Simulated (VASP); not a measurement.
Write the native input for VASP 6.6.1 that does the following.

```
Task                   : single point
Functional             : LDA
Potentials or basis    : VASP PAW LDA potentials, release 64 (Sb)
Cutoff                 : 520 eV
k mesh                 : 12 × 12 × 12
Occupations            : fermi-dirac, width 0.05 eV
Spin                   : no spin polarisation
Dipole correction      : no
Further INCAR settings : ALGO = Normal; EDIFF = 1e-06; NBANDS = 8
```

The structure of Sb lies in POSCAR:

```
Sb
1.0
   -1.5443568632      1.5443568632      2.6565772150
    1.5443568632     -1.5443568632      2.6565772150
    1.5443568632      1.5443568632     -2.6565772150
Sb
1
Direct
    0.0000000000      0.0000000000      0.0000000000
```

One way to write it, as run:

INCAR

```
SYSTEM = Sb
PREC = Accurate
ENCUT = 520
EDIFF = 1E-6
ISMEAR = -1
SIGMA = 0.05
LREAL = .FALSE.
LASPH = .TRUE.
NELM = 80
ALGO = Normal
ISIF = 2
LWAVE = .FALSE.
LCHARG = .TRUE.
GGA = CA
LELF = .TRUE.
LVHAR = .TRUE.
NBANDS = 8
```

KPOINTS

```
Automatic mesh
0
G
  12 12 12
  0 0 0
```

Potentials or basis: VASP PAW LDA potentials, release 64 (Sb).

Launch:

```sh
$ cat potpaw_LDA.64/Sb/POTCAR > POTCAR
$ mpirun -np 1 vasp_std > vasp.out
```

It gave:

- Pressure: 2.0 GPa

Run time: 12 s on 1 thread of Intel(R) Xeon(R) 6975P-C (Granite Rapids) (shared host), peak memory 0.16 GiB.
